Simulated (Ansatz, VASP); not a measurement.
## One calculation of Pt, two programs

Contents of INCAR:

```
SYSTEM = Pt
PREC     = Accurate       ! precision mode
ENCUT    = 520            ! plane-wave cutoff, eV
EDIFF    = 1E-6           ! SCF threshold, eV
ISMEAR   = 0              ! smearing method
SIGMA    = 0.15           ! smearing width, eV
LREAL    = .FALSE.        ! projectors in reciprocal space
LASPH    = .TRUE.         ! aspherical terms in the spheres
NELM     = 60             ! most SCF steps
ALGO     = Fast           ! electronic algorithm
ISIF     = 2              ! what is computed and relaxed
LWAVE    = .FALSE.        ! write WAVECAR
LCHARG   = .FALSE.        ! write CHGCAR
GGA      = PE             ! functional
NBANDS   = 11             ! bands
```

File KPOINTS:

```
Automatic mesh
0
G
  20 20 20
  0 0 0
```

File POSCAR:

```
Pt
1.0
    0.0073421250      1.9579000000      1.9579000000
    1.9579000000      0.0073421250      1.9579000000
    1.9652421250      1.9652421250      0.0000000000
Pt
1
Direct
    0.0000000000      0.0000000000      0.0000000000
```

Input for Ansatz:

```yaml
crystal:
  lattice:
    - [0.007342125, 1.9579, 1.9579]
    - [1.9579, 0.007342125, 1.9579]
    - [1.965242125, 1.965242125, 0.0]
  atoms:
    - { symbol: Pt, position: [0.0, 0.0, 0.0] }
basis:
  ecutwfc: 420
kpoints:
  mp_grid: { grid: [20, 20, 20] }
hamiltonian:
  xc: pbe
scf:
  occupations: { method: gaussian, width: 0.15 }
output:
  forces: true
  stress: true
  eigenvalues: true
```

Change from the starting cell: strain +0.0075 x Voigt [0, 0, 0, 0, 0, 1], atoms carried along.

Alike in both runs: task single point; functional PBE; k mesh 20 × 20 × 20; occupations gaussian, width 0.15 eV; no spin polarisation.

```csv
,VASP,Ansatz
version,VASP 6.6.1,Ansatz 0.2.0
potentials or method,"VASP PAW PBE potentials, release 64 (Pt), cutoff 520 eV","scalar-relativistic, plane waves, PAW"
valence electrons in the cell,10,18
```

Ansatz gave:

```
gap on the k mesh at the Fermi level (eV)                     : none
pressure (GPa)                                                : 11.6
traceless stress, the component that is largest in VASP (GPa) : -0.65
```

Question: Estimate VASP's values.

Answer: gap on the k mesh at the Fermi level (eV): none; pressure (GPa): 11.0; traceless stress, the component that is largest in VASP (GPa): -0.65.

A gap of «none» marks a metal or a gap that the smearing closes. VASP's potentials hold 10 valence electrons a cell and Ansatz's 18, so a difference there can come from the potentials and not from the codes.

Neither program's run includes spin-orbit coupling.
